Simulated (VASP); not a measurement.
# GaP (F-43m) in VASP: single point with PBEsol

Aim: the single point of GaP with PBEsol.

Program: VASP 6.6.1. These are calculated values, not measurements. Logs are shortened: lines on timing, memory, paths and dates and some standing lists are left out, and cuts for length are marked.

**1. The cell of the first run**

Symmetry: F-43m, No. 216, cubic system. The conventional cell has a = 5.312 Å, b = 5.312 Å, c = 5.312 Å, α = 90.00°, β = 90.00°, γ = 90.00°. Within 3.0 Å of Ga (site symmetry -43m) lie 4 P at 2.30 Å. Within 3.0 Å of P (site symmetry -43m) lie 4 Ga at 2.30 Å.

**2. Single point, PBEsol, non-collinear spin, zero start, spin-orbit coupling**

Input file INCAR:

```
PREC = Accurate ; ENCUT = 520
EDIFF = 1E-7 ; ISMEAR = 0
SIGMA = 0.01 ; LREAL = False
LASPH = True ; NELM = 150
ALGO = Normal ; ISIF = 2
LWAVE = False ; LCHARG = False
MAGMOM = 0 0 0 0 0 0 ; LORBIT = 11
LSORBIT = True ; GGA_COMPAT = False
LORBMOM = True ; GGA = PS
NBANDS = 30
```

Input file KPOINTS:

```
regular mesh
0
Gamma
  8 8 8
```

Input file POSCAR:

```
GaP
1.0
    2.6562079898      2.6562079898      0.0000000000
   -2.6562079898      2.6562079898      0.0000000000
    0.0000000000      2.6562079898      2.6562079898
Ga P
1 1
Direct
    0.0000000000      0.0000000000      0.0000000000
    0.7500000000      0.2500000000      0.5000000000
```

Potentials or basis: VASP PAW PBE potentials, release 64 (Ga_d, P).

The run is started by

```sh
$ cat potpaw_PBE.64/Ga_d/POTCAR potpaw_PBE.64/P/POTCAR > POTCAR
$ mpirun -np 1 vasp_ncl > vasp.out
```

OUTCAR:

```text
PREC = Accurate
   ENCUT = 520
   EDIFF = 1E-7
   ISMEAR = 0
   LREAL = False
   LASPH = True
   NELM = 150
   ISIF = 2
   LORBIT = 11
   LSORBIT = True
   GGA = PS

 ion  position               nearest neighbor table
   1  0.000  0.000  0.000-   2 2.30   2 2.30   2 2.30   2 2.30
   2  0.750  0.250  0.500-   1 2.30   1 2.30   1 2.30   1 2.30

  LATTYP: Found a face centered cubic cell.
 ALAT       =     5.3124159796

  Lattice vectors:

 A1 = (   0.0000000000,   2.6562079898,   2.6562079898)
 A2 = (   2.6562079898,   0.0000000000,   2.6562079898)
 A3 = (   2.6562079898,   2.6562079898,   0.0000000000)

Analysis of symmetry for initial positions (statically):
=====================================================================
 Subroutine PRICEL returns:
 Original cell was already a primitive cell.

 Routine SETGRP: Setting up the symmetry group for a
 face centered cubic supercell.

 Subroutine GETGRP returns: Found 24 space group operations
 (whereof 24 operations were pure point group operations)
 out of a pool of 48 trial point group operations.

The static configuration has the point symmetry T_d .

Analysis of symmetry for dynamics (positions and initial velocities):
=====================================================================
 Subroutine PRICEL returns:
 Original cell was already a primitive cell.

 Routine SETGRP: Setting up the symmetry group for a
 face centered cubic supercell.

 Subroutine GETGRP returns: Found 24 space group operations
 (whereof 24 operations were pure point group operations)
 out of a pool of 48 trial point group operations.

The dynamic configuration has the point symmetry T_d .

Analysis of structural, dynamic, and magnetic symmetry:
=====================================================================
 Subroutine PRICEL returns:
 Original cell was already a primitive cell.

 Routine SETGRP: Setting up the symmetry group for a
 face centered cubic supercell.

 Subroutine GETGRP returns: Found 24 space group operations
 (whereof 24 operations were pure point group operations)
 out of a pool of 48 trial point group operations.

The overall configuration has the point symmetry T_d .

 Subroutine INISYM returns: Found 24 space group operations
 (whereof 24 operations are pure point group operations),
 and found     1 'primitive' translations

----------------------------------------------------------------------------------------

                                     Primitive cell

  volume of cell :      37.4814

  direct lattice vectors                    reciprocal lattice vectors
     2.656207990  2.656207990  0.000000000     0.188238271  0.188238271 -0.188238271
    -2.656207990  2.656207990  0.000000000    -0.188238271  0.188238271 -0.188238271
     0.000000000  2.656207990  2.656207990     0.000000000  0.000000000  0.376476542

  length of vectors
     3.756445364  3.756445364  3.756445364     0.326038250  0.326038250  0.376476542

  position of ions in fractional coordinates (direct lattice)
     0.000000000  0.000000000  0.000000000
     0.750000000  0.250000000  0.500000000

  ion indices of the primitive-cell ions
   primitive index   ion index
                 1           1
                 2           2

----------------------------------------------------------------------------------------

 KPOINTS: regular mesh

Automatic generation of k-mesh.
 Grid dimensions read from file:
 generate k-points for:    8    8    8

 Generating k-lattice:

  Cartesian coordinates                     Fractional coordinates (reciprocal lattice)
     0.023529784  0.023529784 -0.023529784     0.125000000  0.000000000  0.000000000
    -0.023529784  0.023529784 -0.023529784     0.000000000  0.125000000  0.000000000
     0.000000000  0.000000000  0.047059568     0.000000000  0.000000000  0.125000000

  Length of vectors
[... 90 lines left out ...]
   NGX = 13   NGY = 13   NGZ = 13

 number of electron      17.9999985 magnetization       0.0000000     -0.0000000      0.0000000

 number of electron      17.9999985 magnetization      -0.0000000      0.0000000     -0.0000000

 number of electron      17.9999985 magnetization      -0.0000000     -0.0000000     -0.0000000

 number of electron      17.9999985 magnetization       0.0000000      0.0000000      0.0000000

 Free energy of the ion-electron system (eV)
  ---------------------------------------------------
  ext. energy  EPLUGINS =         0.00000000
  ---------------------------------------------------
  free energy    TOTEN  =        -9.87275588 eV

  energy without entropy =       -9.87275588  energy(sigma->0) =       -9.87275588

 E-fermi :   5.5489     XC(G=0): -10.3739

 val. band max:        5.4183229087   @ k =   0.0000   0.0000   0.0000
 cond. band min:       6.7358493448   @ k =   0.5000   0.5000   0.0000
 fundamental gap:      1.3175264361
 Fermi energy:         5.5489434945

 k-point     1 :       0.0000    0.0000    0.0000
  band No.  band energies     occupation
      1      -9.5369      1.00000
      2      -9.5369      1.00000
      3      -9.5369      1.00000
      4      -9.5369      1.00000
      5      -9.1298      1.00000
      6      -9.1298      1.00000
[... 781 lines left out ...]
     29      17.4056      0.00000
     30      17.4106      0.00000

 [... further k-points ...]
[... 5 lines left out ...]
  --------------------------------------------------------------------------------------
  -------------------------------------------------------------------------------------
  Total        1.5769184      1.5769184      1.5769184      0.0000000      0.0000000     -0.0000000
  in kB       67.4067794     67.4067794     67.4067794      0.0000000      0.0000000     -0.0000000
  external PRESSURE =      67.4067794 kB  Pullay stress =       0.0000000 kB

 VOLUME and BASIS-vectors are now :
 -----------------------------------------------------------------------------
  energy-cutoff  :      520.00
  volume of cell :       37.48
      direct lattice vectors                 reciprocal lattice vectors
     2.656207990  2.656207990  0.000000000     0.188238271  0.188238271 -0.188238271
    -2.656207990  2.656207990  0.000000000    -0.188238271  0.188238271 -0.188238271
     0.000000000  2.656207990  2.656207990     0.000000000  0.000000000  0.376476542

 POSITION                                       TOTAL-FORCE (eV/Angst)
 -----------------------------------------------------------------------------------
      0.00000      0.00000      0.00000        -0.000000      0.000000      0.000000
      1.32810      3.98431      1.32810         0.000000     -0.000000      0.000000
 -----------------------------------------------------------------------------------
    total drift:                               -0.000001      0.000000     -0.000000

  FREE ENERGIE OF THE ION-ELECTRON SYSTEM (eV)
  ---------------------------------------------------
  free  energy   TOTEN  =        -9.8727558804 eV

  energy  without entropy=       -9.8727558804  energy(sigma->0) =       -9.87275588

 orbital moment (x)

 # of ion     p       d       tot
 ----------------------------------------
  1         0.000   0.000   0.000
  2        -0.000   0.000  -0.000
 ----------------------------------------
            0.000   0.000   0.000

 orbital moment (y)

 # of ion     p       d       tot
 ----------------------------------------
  1        -0.000   0.000   0.000
  2         0.000   0.000   0.000
 ----------------------------------------
           -0.000   0.000   0.000

 orbital moment (z)

 # of ion     p       d       tot
 ----------------------------------------
  1        -0.000   0.000   0.000
  2         0.000   0.000   0.000
 ----------------------------------------
           -0.000   0.000   0.000

 Spin-Orbit-Coupling matrix elements

 Ion:    1  E_soc:     -0.0123423
 l=   1
     0.0000000    -0.0011852    -0.0011852
    -0.0011852     0.0000000    -0.0011852
    -0.0011852    -0.0011852     0.0000000
 l=   2
     0.0000000    -0.0001782     0.0000000    -0.0001782    -0.0006936
    -0.0001782     0.0000000    -0.0005202    -0.0001782    -0.0001734
     0.0000000    -0.0005202     0.0000000    -0.0005202     0.0000000
    -0.0001782    -0.0001782    -0.0005202     0.0000000    -0.0001734
    -0.0006936    -0.0001734     0.0000000    -0.0001734     0.0000000
 l=   3
     0.0000000     0.0000000     0.0000000     0.0000000     0.0000000     0.0000000     0.0000000
     0.0000000     0.0000000     0.0000000     0.0000000     0.0000000     0.0000000     0.0000000
     0.0000000     0.0000000     0.0000000     0.0000000     0.0000000     0.0000000     0.0000000
     0.0000000     0.0000000     0.0000000     0.0000000     0.0000000     0.0000000     0.0000000
     0.0000000     0.0000000     0.0000000     0.0000000     0.0000000     0.0000000     0.0000000
     0.0000000     0.0000000     0.0000000     0.0000000     0.0000000     0.0000000     0.0000000
     0.0000000     0.0000000     0.0000000     0.0000000     0.0000000     0.0000000     0.0000000

 Ion:    2  E_soc:     -0.0008808
 l=   1
     0.0000000    -0.0001468    -0.0001468
    -0.0001468     0.0000000    -0.0001468
    -0.0001468    -0.0001468     0.0000000
 l=   2
     0.0000000     0.0000000     0.0000000     0.0000000     0.0000000
     0.0000000     0.0000000     0.0000000     0.0000000     0.0000000
     0.0000000     0.0000000     0.0000000     0.0000000     0.0000000
     0.0000000     0.0000000     0.0000000     0.0000000     0.0000000
     0.0000000     0.0000000     0.0000000     0.0000000     0.0000000
 l=   3
     0.0000000     0.0000000     0.0000000     0.0000000     0.0000000     0.0000000     0.0000000
     0.0000000     0.0000000     0.0000000     0.0000000     0.0000000     0.0000000     0.0000000
     0.0000000     0.0000000     0.0000000     0.0000000     0.0000000     0.0000000     0.0000000
     0.0000000     0.0000000     0.0000000     0.0000000     0.0000000     0.0000000     0.0000000
     0.0000000     0.0000000     0.0000000     0.0000000     0.0000000     0.0000000     0.0000000
     0.0000000     0.0000000     0.0000000     0.0000000     0.0000000     0.0000000     0.0000000
     0.0000000     0.0000000     0.0000000     0.0000000     0.0000000     0.0000000     0.0000000

 total charge

# of ion       s       p       d       tot
------------------------------------------
    1        0.872   0.942  10.030  11.844
    2        1.014   1.558   0.000   2.572
--------------------------------------------------
tot          1.886   2.500  10.030  14.416

 magnetization (x)

# of ion       s       p       d       tot
------------------------------------------
    1        0.000  -0.000  -0.000  -0.000
    2        0.000  -0.000   0.000  -0.000
--------------------------------------------------
tot          0.000  -0.000  -0.000  -0.000

 magnetization (y)

# of ion       s       p       d       tot
------------------------------------------
    1       -0.000  -0.000  -0.000  -0.000
    2        0.000  -0.000   0.000  -0.000
--------------------------------------------------
tot         -0.000  -0.000  -0.000  -0.000

 magnetization (z)

# of ion       s       p       d       tot
------------------------------------------
    1        0.000  -0.000  -0.000  -0.000
    2       -0.000   0.000   0.000  -0.000
--------------------------------------------------
tot         -0.000  -0.000  -0.000  -0.000
```

It took 2.3 min on 1 thread of AMD EPYC 7R13, shared host; peak memory 0.25 GiB.

Results:

* Free energy: -9.8728 eV
* Pressure: 6.7 GPa
* Net moment: 0.00 μB per cell
* Valence electrons inside the program's atomic spheres: Ga 11.84; P 2.57

Moments on the atoms (μB; x, y, z):
```
Ga  0.00 0.00 0.00
P   0.00 0.00 0.00
```

Caveat: the PAW data sets were made with another functional, which shifts forces and pressure a little.
